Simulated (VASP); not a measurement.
Here is a VASP 6.6.1 calculation.

The input INCAR:

```
SYSTEM = SnO2
  ALGO = Normal
  EDIFF = 1E-8
  ENCUT = 520
  GGA = PE
  ISIF = 2
  ISMEAR = -1
  LASPH = .TRUE.
  LCHARG = .FALSE.
  LEFG = .TRUE.
  LREAL = .FALSE.
  LWAVE = .FALSE.
  NBANDS = 35
  NELM = 80
  PREC = Accurate
  SIGMA = 0.03
```

Contents of KPOINTS:

```
k-points
0
G
  4 4 6
  0 0 0
```

Contents of POSCAR:

```
SnO2
1.0
    4.7373500000      0.0473735000      0.0473735000
    0.0473735000      4.7373500000      0.0473735000
    0.0318640000      0.0318640000      3.1864000000
Sn O
2 4
Direct
    0.0000000000      0.0000000000      0.0000000000
    0.5000000000      0.5000000000      0.5000000000
    0.3056200000      0.3056200000      0.0000000000
    0.1943800000      0.8056200000      0.5000000000
    0.6943800000      0.6943800000      0.0000000000
    0.8056200000      0.1943800000      0.5000000000
```

Potentials or basis: VASP PAW PBE potentials, release 64 (Sn_d, O).

Command:

```sh
$ cat potpaw_PBE.64/Sn_d/POTCAR potpaw_PBE.64/O/POTCAR > POTCAR
$ mpirun -np 1 vasp_std > vasp.out
```

Question: Estimate the largest force.

Answer: 0.287 eV/Å.

Question: Estimate the band gap on the k mesh.

Answer: 1.24 eV, direct.

Question: Predict the pressure.

Answer: 11.8 GPa.

Electric field gradients, principal values (V/Å²):
```
atom    least   middle  greatest (by size)
1 Sn   15.850   48.824             -64.673
2 Sn  -29.151  -54.224              83.375
 3 O   43.898   62.246            -106.144
 4 O   48.693   57.545            -106.238
 5 O   43.898   62.246            -106.144
 6 O   48.693   57.545            -106.238
```

Caveat: the cell differs from its parent crystal (equal xy, yz and zx shear strains of +2 %); without QUAD_EFG the Cq values of the log hold for a quadrupole moment of 1 mb, not for the nuclei; spin-orbit coupling is left out, which moves the levels of the heavy elements.
